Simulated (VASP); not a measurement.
**SnO2: single point with PBEsol**

System: SnO2, a slab with vacuum.

```xyz
18
Lattice="3.2121 0.0000 0.0000 0.0000 4.7690 0.0000 0.0000 0.0000 28.7701" Properties=species:S:1:pos:R:3 pbc="T T T"
O     0.0000    1.4606    7.5000
O     0.0000    3.3083    9.3477
O     1.6060    0.9239    9.8845
O     1.6060    3.8451   11.7322
O     0.0000    1.4606   12.2690
O     0.0000    3.3083   14.1167
O     1.6060    0.9239   14.6535
O     1.6060    3.8451   16.5012
O     0.0000    1.4606   17.0379
O     0.0000    3.3083   18.8857
O     1.6060    0.9239   19.4224
O     1.6060    3.8451   21.2701
Sn    1.6060    2.3845    8.4239
Sn    0.0000    0.0000   10.8083
Sn    1.6060    2.3845   13.1928
Sn    0.0000    0.0000   15.5773
Sn    1.6060    2.3845   17.9618
Sn    0.0000    0.0000   20.3463
```

```yaml
Program: VASP 6.6.1
Task: single point
Functional: PBEsol
Potentials_or_basis: VASP PAW PBE potentials, release 64 (O, Sn_d)
Cutoff: 520 eV
k_mesh: 8 × 6 × 1
Occupations: gaussian, width 0.05 eV
Spin: no spin polarisation
```

- Largest force: 2.311 eV/Å
- Band gap on the k mesh: 1.20 eV (least direct gap 1.22 eV)

Forces in eV/Å, atoms in the order of the input:
```
O    0.000  1.312  0.154
O    0.000  0.742 -0.041
O    0.000 -0.062  0.162
O    0.000 -0.089 -0.014
O    0.000  0.008 -0.002
O    0.000  0.019  0.008
O    0.000  0.019 -0.008
O    0.000  0.008  0.002
O    0.000 -0.089  0.014
O    0.000 -0.062 -0.162
O    0.000  0.742  0.041
O    0.000  1.312 -0.154
Sn   0.000 -2.269 -0.435
Sn   0.000  0.368  0.062
Sn   0.000 -0.028  0.012
Sn   0.000 -0.028 -0.012
Sn   0.000  0.368 -0.062
Sn   0.000 -2.269  0.435
```

Levels at points of the mesh, in eV from the valence-band top:
```
           k point  band 76  band 77  band 78  band 79  band 80  band 81
(0.00, 0.00, 0.00)    -0.43    -0.09    -0.02     1.20     1.63     2.45
(0.50, 0.00, 0.00)    -0.34     0.00     0.00     3.85     3.85     5.94
(0.00, 0.50, 0.00)    -0.59    -0.12    -0.12     2.65     2.65     4.24
(0.50, 0.50, 0.00)    -0.38    -0.05    -0.05     3.50     3.50     4.87
```

Wall time 48 min on 1 thread of Oxide Virtual Turin-like Processor (shared host), peak memory 0.71 GiB.

Caveat: the PAW data sets were made with another functional, which shifts forces and pressure a little; spin-orbit coupling is left out, which moves the levels of the heavy elements.
